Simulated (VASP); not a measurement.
# Ge3Pt (Fm-3m) in VASP: a series of runs

Runs on Ge3Pt. Level: PBE. Tasks: single point, relaxation of cell and atoms.

Everything below comes from runs of VASP 6.6.1. Logs are shortened: lines on timing, memory, paths and dates and some standing lists are left out, and cuts for length are marked.

### Step 1. The cell of the first run

It takes space group Fm-3m (No. 225, cubic). Conventional cell: a = 6.210 Å, b = 6.210 Å, c = 6.210 Å, α = 90.00°, β = 90.00°, γ = 90.00°. Ge (site symmetry -43m) has 10 Ge at 2.69 to 3.10 Å and 4 Pt at 2.69 Å within 3.5 Å. Ge (site symmetry m-3m) has 8 Ge at 2.69 Å and 6 Pt at 3.10 Å within 3.5 Å. Within 3.5 Å of Pt (site symmetry m-3m) lie 14 Ge at 2.69 to 3.10 Å.

### Step 2. Single point, PBE

Contents of INCAR:

```
SYSTEM = Ge3Pt
PREC     = Accurate       ! precision mode
ENCUT    = 520            ! plane-wave cutoff, eV
EDIFF    = 1E-6           ! SCF threshold, eV
ISMEAR   = 0              ! smearing method
SIGMA    = 0.1            ! smearing width, eV
LREAL    = .False.        ! projectors in reciprocal space
LASPH    = .True.         ! aspherical terms in the spheres
NELM     = 80             ! most SCF steps
ALGO     = Normal         ! electronic algorithm
ISIF     = 2              ! what is computed and relaxed
LWAVE    = .False.        ! write WAVECAR
LCHARG   = .False.        ! write CHGCAR
GGA      = PE             ! functional
NBANDS   = 34             ! bands
```

Contents of KPOINTS:

```
regular mesh
0
Gamma
  6 6 6
  0 0 0
```

Contents of POSCAR:

```
Ge3Pt
1.0
    0.0000000000      3.1049498800      3.1049498800
    3.1049498800      0.0000000000      3.1049498800
    3.1049498800      3.1049498800      0.0000000000
Ge Pt
3 1
Direct
    0.2500000000      0.2500000000      0.2500000000
    0.7500000000      0.7500000000      0.7500000000
    0.5000000000      0.5000000000      0.5000000000
    0.0000000000      0.0000000000      0.0000000000
```

Potentials or basis: VASP PAW PBE potentials, release 64 (Ge_d, Pt).

On the command line:

```console
$ cat potpaw_PBE.64/Ge_d/POTCAR potpaw_PBE.64/Pt/POTCAR > POTCAR
$ mpirun -np 1 vasp_std > vasp.out
```

OUTCAR:

```text
SYSTEM = Ge3Pt
   PREC = Accurate
   ENCUT = 520
   EDIFF = 1E-6
   ISMEAR = 0
   LREAL = .False.
   LASPH = .True.
   NELM = 80
   ISIF = 2
   GGA = PE

 ion  position               nearest neighbor table
   1  0.250  0.250  0.250-   4 2.69   4 2.69   4 2.69   3 2.69   4 2.69   3 2.69   3 2.69   3 2.69

   2  0.750  0.750  0.750-   3 2.69   3 2.69   3 2.69   3 2.69   4 2.69   4 2.69   4 2.69   4 2.69

   3  0.500  0.500  0.500-   1 2.69   1 2.69   1 2.69   1 2.69   2 2.69   2 2.69   2 2.69   2 2.69
                             4 3.10   4 3.10   4 3.10   4 3.10   4 3.10   4 3.10
   4  0.000  0.000  0.000-   2 2.69   2 2.69   2 2.69   1 2.69   2 2.69   1 2.69   1 2.69   1 2.69
                             3 3.10   3 3.10   3 3.10   3 3.10   3 3.10   3 3.10

  LATTYP: Found a face centered cubic cell.
 ALAT       =     6.2098997600

  Lattice vectors:

 A1 = (   0.0000000000,   3.1049498800,   3.1049498800)
 A2 = (   3.1049498800,   0.0000000000,   3.1049498800)
 A3 = (   3.1049498800,   3.1049498800,   0.0000000000)

Analysis of symmetry for initial positions (statically):
=====================================================================
 Subroutine PRICEL returns:
 Original cell was already a primitive cell.

 Routine SETGRP: Setting up the symmetry group for a
 face centered cubic supercell.

 Subroutine GETGRP returns: Found 48 space group operations
 (whereof 48 operations were pure point group operations)
 out of a pool of 48 trial point group operations.

The static configuration has the point symmetry O_h .

Analysis of symmetry for dynamics (positions and initial velocities):
=====================================================================
 Subroutine PRICEL returns:
 Original cell was already a primitive cell.

 Routine SETGRP: Setting up the symmetry group for a
 face centered cubic supercell.

 Subroutine GETGRP returns: Found 48 space group operations
 (whereof 48 operations were pure point group operations)
 out of a pool of 48 trial point group operations.

The dynamic configuration has the point symmetry O_h .

 Subroutine INISYM returns: Found 48 space group operations
 (whereof 48 operations are pure point group operations),
 and found     1 'primitive' translations

----------------------------------------------------------------------------------------

                                     Primitive cell

  volume of cell :      59.8679

  direct lattice vectors                    reciprocal lattice vectors
     0.000000000  3.104949880  3.104949880    -0.161033195  0.161033195  0.161033195
     3.104949880  0.000000000  3.104949880     0.161033195 -0.161033195  0.161033195
     3.104949880  3.104949880  0.000000000     0.161033195  0.161033195 -0.161033195

  length of vectors
     4.391062231  4.391062231  4.391062231     0.278917676  0.278917676  0.278917676

  position of ions in fractional coordinates (direct lattice)
     0.250000000  0.250000000  0.250000000
     0.750000000  0.750000000  0.750000000
     0.500000000  0.500000000  0.500000000
     0.000000000  0.000000000  0.000000000

  ion indices of the primitive-cell ions
   primitive index   ion index
                 1           1
                 2           2
                 3           3
                 4           4

----------------------------------------------------------------------------------------

 KPOINTS: regular mesh

Automatic generation of k-mesh.
 Grid dimensions read from file:
 generate k-points for:    6    6    6

 Generating k-lattice:

  Cartesian coordinates                     Fractional coordinates (reciprocal lattice)
    -0.026838866  0.026838866  0.026838866     0.166666667  0.000000000  0.000000000
     0.026838866 -0.026838866  0.026838866     0.000000000  0.166666667  0.000000000
     0.026838866  0.026838866 -0.026838866     0.000000000  0.000000000  0.166666667

  Length of vectors
     0.046486279  0.046486279  0.046486279

  Shift w.r.t. Gamma in fractional coordinates (k-lattice)
     0.000000000  0.000000000  0.000000000

 Subroutine IBZKPT returns following result:
 ===========================================

 Found     16 irreducible k-points:

 Following reciprocal coordinates:
            Coordinates               Weight
  0.000000  0.000000  0.000000      1.000000
  0.166667  0.000000  0.000000      8.000000
  0.333333  0.000000  0.000000      8.000000
  0.500000  0.000000  0.000000      4.000000
  0.166667  0.166667  0.000000      6.000000
  0.333333  0.166667  0.000000     24.000000
[... 8 lines left out ...]
 -0.333333  0.333333  0.166667     24.000000
 -0.333333  0.500000  0.166667     12.000000
   k-points           NKPTS =     16   k-points in BZ     NKDIM =     16   number of bands    NBANDS=     34
   number of dos      NEDOS =    301   number of ions     NIONS =      4
   total plane-waves  NPLWV =  46656
   dimension x,y,z NGX =    36 NGY =   36 NGZ =   36
   dimension x,y,z NGXF=    72 NGYF=   72 NGZF=   72
   ions per type =               3   1
   NGX,Y,Z   is equivalent  to a cutoff of  13.63, 13.63, 13.63 a.u.
   NGXF,Y,Z  is equivalent  to a cutoff of  27.26, 27.26, 27.26 a.u.
 SYSTEM =  Ge3Pt
   PREC   = accura    normal or accurate (medium, high low for compatibility)
   ISTART =      0    job   : 0-new  1-cont  2-samecut
   ICHARG =      2    charge: 1-file 2-atom 10-const
   ISPIN  =      1    spin polarized calculation?
   LNONCOLLINEAR =      F non collinear calculations
   LSORBIT =      F    spin-orbit coupling
   LASPH  =      T    aspherical Exc in radial PAW
   ENCUT  =  520.0 eV  38.22 Ry    6.18 a.u.   8.16  8.16  8.16*2*pi/ulx,y,z
   NELM   =     80;   NELMIN=  2; NELMDL= -5     # of ELM steps
   EDIFF  = 0.1E-05   stopping-criterion for ELM
   LREAL  =      F    real-space projection
   EDIFFG = 0.1E-04   stopping-criterion for IOM
   NSW    =      0    number of steps for IOM
   IBRION =     -1    ionic relax: 0-MD 1-quasi-New 2-CG
   NFREE  =      0    steps in history (QN), initial steepest desc. (CG)
   ISIF   =      2    stress and relaxation
   ISYM   =      2    0-nonsym 1-usesym 2-fastsym
   POTIM  = 0.5000    time-step for ionic-motion
   TEBEG  =    0.0;   TEEND  =   0.0 temperature during run
   PSTRESS=    0.0 pullay stress
   NELECT =      52.0000    total number of electrons
   NUPDOWN=      -1.0000    fix difference up-down
   EMIN   =  10.00;   EMAX   =-10.00  energy-range for DOS
   EFERMI =   0.00;   METHOD = LEGACY
   ISMEAR =     0;   SIGMA  =   0.10  broadening in eV -4-tet -1-fermi 0-gaus
   EFERMI_NEDOS =   21; number of points for ismear=-14 and -15
   IALGO  =     38    algorithm
   IMIX   =      4    mixing-type and parameters
     AMIX     =   0.40;   BMIX     =  1.00
     AMIX_MAG =   1.60;   BMIX_MAG =  1.00
  volume/ion in A,a.u.               =      14.97       101.00
  Fermi-wavevector in a.u.,A,eV,Ry     =   1.561989  2.951732 33.195633  2.439810
  Thomas-Fermi vector in A             =   2.664974
   LORBIT       =      0    0 simple, 1 ext, 2 COOP (PROOUT), +10 PAW based schemes
   GGA     = PE    functional components
   LHFCALC =     F    Hartree Fock is set to
   AEXX    =    0.0000 exact exchange contribution
   IVDW    =     0    specifies the selected vdW correction
   LEPSILON=     F    determine dielectric tensor
   LRPA    =     F    only Hartree local field effects (RPA)
 non-spin polarized calculation
 Gauss-broadening in eV      SIGMA  =   0.10
  energy-cutoff  :      520.00
  volume of cell :       59.87
 maximum number of plane-waves:      1639
 NGX is ok and might be reduce to    36
   NGX = 17   NGY = 17   NGZ = 17

 number of electron      51.9999989 magnetization

 Free energy of the ion-electron system (eV)
  ---------------------------------------------------
  ext. energy  EPLUGINS =         0.00000000
  ---------------------------------------------------
  free energy    TOTEN  =       -18.58047403 eV

  energy without entropy =      -18.57011005  energy(sigma->0) =      -18.57529204

 E-fermi :  10.5763     XC(G=0): -12.7598

 val. band max:       10.3585464474   @ k =   0.5000   0.0000   0.0000
 cond. band min:      10.6019341805   @ k =   0.5000   0.1667   0.0000
 fundamental gap:      0.2433877331
 Fermi energy:        10.5763024912

 k-point     1 :       0.0000    0.0000    0.0000
  band No.  band energies     occupation
      1     -14.8527      2.00000
      2     -14.8527      2.00000
      3     -14.8527      2.00000
      4     -14.8398      2.00000
      5     -14.8398      2.00000
      6     -14.6754      2.00000
[... 26 lines left out ...]
     33      15.2064      0.00000
     34      17.9640      0.00000

 k-point     2 :       0.1667    0.0000    0.0000
  band No.  band energies     occupation
      1     -14.8570      2.00000
      2     -14.8570      2.00000
      3     -14.8542      2.00000
      4     -14.8329      2.00000
      5     -14.8329      2.00000
      6     -14.6709      2.00000
[... 26 lines left out ...]
     33      17.6147      0.00000
     34      18.8429      0.00000

 k-point     3 :       0.3333    0.0000    0.0000
  band No.  band energies     occupation
      1     -14.8653      2.00000
      2     -14.8653      2.00000
      3     -14.8531      2.00000
      4     -14.8185      2.00000
      5     -14.8185      2.00000
      6     -14.6593      2.00000
[... 26 lines left out ...]
     33      18.0455      0.00000
     34      20.1014      0.00000
[... 408 lines left out ...]
 k-point    15 :      -0.3333    0.3333    0.1667
  band No.  band energies     occupation
      1     -14.8721      2.00000
      2     -14.8632      2.00000
      3     -14.8575      2.00000
      4     -14.8135      2.00000
      5     -14.8044      2.00000
      6     -14.6646      2.00000
[... 26 lines left out ...]
     33      18.4515      0.00000
     34      19.4242      0.00000

 k-point    16 :      -0.3333    0.5000    0.1667
  band No.  band energies     occupation
      1     -14.8736      2.00000
      2     -14.8681      2.00000
      3     -14.8520      2.00000
      4     -14.8172      2.00000
      5     -14.7999      2.00000
      6     -14.6736      2.00000
[... 26 lines left out ...]
     33      19.0531      0.00000
     34      19.8264      0.00000

------------------------ aborting loop because EDIFF is reached ----------------------------------------

  FORCE on cell =-STRESS in cart. coord.  units (eV):
  Direction    XX          YY          ZZ          XY          YZ          ZX
  --------------------------------------------------------------------------------------
  -------------------------------------------------------------------------------------
  Total        9.4722862      9.4722862      9.4722862      0.0000000      0.0000000     -0.0000000
  in kB      253.4962934    253.4962934    253.4962934      0.0000000      0.0000000     -0.0000000
  external PRESSURE =     253.4962934 kB  Pullay stress =       0.0000000 kB

 VOLUME and BASIS-vectors are now :
 -----------------------------------------------------------------------------
  energy-cutoff  :      520.00
  volume of cell :       59.87
      direct lattice vectors                 reciprocal lattice vectors
     0.000000000  3.104949880  3.104949880    -0.161033195  0.161033195  0.161033195
     3.104949880  0.000000000  3.104949880     0.161033195 -0.161033195  0.161033195
     3.104949880  3.104949880  0.000000000     0.161033195  0.161033195 -0.161033195

 POSITION                                       TOTAL-FORCE (eV/Angst)
 -----------------------------------------------------------------------------------
      1.55247      1.55247      1.55247        -0.000000     -0.000000      0.000000
      4.65742      4.65742      4.65742         0.000000      0.000000     -0.000000
      3.10495      3.10495      3.10495         0.000000     -0.000000      0.000000
      0.00000      0.00000      0.00000         0.000000     -0.000000      0.000000
 -----------------------------------------------------------------------------------
    total drift:                                0.000000      0.000000      0.000000

  FREE ENERGIE OF THE ION-ELECTRON SYSTEM (eV)
  ---------------------------------------------------
  free  energy   TOTEN  =       -18.5804740300 eV

  energy  without entropy=      -18.5701100479  energy(sigma->0) =      -18.57529204
```

It took 39 s on 1 thread of Intel Xeon Platinum 8488C (Sapphire Rapids), shared host; peak memory 0.21 GiB.

What came out:

- Free energy: -18.5805 eV
- Pressure: 25.3 GPa
- Band gap on the k mesh: zero (band 26 reaches 10.68 eV, above the bottom of band 27 at 10.03 eV)

Levels at points of the mesh, in eV from the Fermi level:
```csv
k point,band 23,band 24,band 25,band 26,band 27,band 28,band 29,band 30
"(0.00, 0.00, 0.00)",-3.56,-2.20,-2.20,-2.20,1.40,1.40,1.40,1.65
"(0.50, 0.00, 0.00)",-4.21,-2.23,-2.23,-0.30,-0.30,-0.22,3.27,4.20
"(0.50, 0.50, 0.00)",-4.30,-3.91,-2.68,-1.30,4.05,4.48,4.48,4.97
```

Caveat: spin-orbit coupling is left out, which moves the levels of the heavy elements.

### Step 3. Single point, PBE

This run uses another cell than the first one, of 17.59 Å³/atom, 1.175 times its volume.

Contents of INCAR:

```
  ALGO = Normal
  EDIFF = 1E-6
  ENCUT = 520
  GGA = PE
  ISIF = 2
  ISMEAR = 0
  LASPH = T
  LCHARG = F
  LREAL = F
  LWAVE = F
  NBANDS = 34
  NELM = 100
  PREC = Accurate
  SIGMA = 0.1
```

Contents of KPOINTS:

```
k-points
0
Gamma
  6 6 6
```

Contents of POSCAR:

```
Ge3Pt
1.0
    0.0000000000      3.2768612197      3.2768612197
    3.2768612197      0.0000000000      3.2768612197
    3.2768612197      3.2768612197      0.0000000000
Ge Pt
3 1
Direct
    0.2500000000      0.2500000000      0.2500000000
    0.7500000000      0.7500000000      0.7500000000
    0.5000000000      0.5000000000      0.5000000000
    0.0000000000      0.0000000000      0.0000000000
```

Potentials or basis: VASP PAW PBE potentials, release 64 (Ge_d, Pt).

On the command line:

```console
$ cat potpaw_PBE.64/Ge_d/POTCAR potpaw_PBE.64/Pt/POTCAR > POTCAR
$ mpirun -np 1 vasp_std > vasp.out
```

Run time: 41 s. Hardware: 1 thread of Intel Xeon Platinum 8488C (Sapphire Rapids), shared host; peak memory 0.21 GiB.

It converged, with:

* Free energy: -19.3057 eV
* Pressure: 0.2 GPa
* Band gap on the k mesh: zero (band 26 reaches 8.18 eV, above the bottom of band 27 at 7.86 eV)

Levels at points of the mesh, in eV from the Fermi level:
```tsv
k point	band 22	band 23	band 24	band 25	band 26	band 27	band 28	band 29	band 30	band 31
(0.00, 0.00, 0.00)	-3.24	-3.24	-1.49	-1.49	-1.49	1.37	1.37	1.37	1.85	1.85
(0.50, 0.00, 0.00)	-3.22	-3.22	-1.48	-1.48	-0.52	-0.11	-0.11	2.74	3.67	6.00
(0.50, 0.50, 0.00)	-3.32	-3.32	-2.97	-2.26	-1.26	3.34	4.12	4.12	4.54	4.78
```

Caveat: spin-orbit coupling is left out, which moves the levels of the heavy elements.

[end of part 1 of 2]
